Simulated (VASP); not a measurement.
**Ag: single point with r2SCAN**

Ag:

```xyz
4
Lattice="2.8862 0.0000 0.0000 -1.4431 2.4995 0.0000 0.0000 0.0000 10.0000" Properties=species:S:1:pos:R:3 pbc="T T T"
Ag    0.0000    1.6663    2.5000
Ag    1.4431    0.8332    7.5000
Ag    0.0000    0.0000    0.0000
Ag    0.0000    0.0000    5.0000
```

| Quantity | Value |
| --- | --- |
| Program | VASP 6.6.1 |
| Task | single point |
| Functional | r2SCAN |
| Potentials or basis | VASP PAW PBE potentials, release 64 (Ag) |
| Cutoff | 520 eV |
| k mesh | 10 × 10 × 3 |
| Occupations | fermi-dirac, width 0.25 eV |
| Spin | no spin polarisation |

```json
{
 "Pressure": "-3.1 GPa",
 "Band gap on the k mesh": "zero (band 22 reaches 11.00 eV, above the bottom of band 23 at 4.28 eV)"
}
```

Stress tensor (GPa, compression positive):
```
-1.48  0.00  0.00
 0.00 -1.48  0.00
 0.00  0.00 -6.42
```

Levels at points of the mesh, in eV from the Fermi level:
```csv
k point,band 21,band 22,band 23,band 24,band 25,band 26
"(0.00, 0.00, 0.00)",-3.70,-3.38,-3.38,-0.60,2.58,9.83
"(0.50, 0.00, 0.00)",0.10,0.95,1.16,1.71,4.32,4.34
```

Wall time 92 s on 1 thread of Intel(R) Xeon(R) 6975P-C (Granite Rapids), with other jobs on the host, peak memory 0.22 GiB.

Caveat: the PAW data sets were made with another functional, which shifts forces and pressure a little.
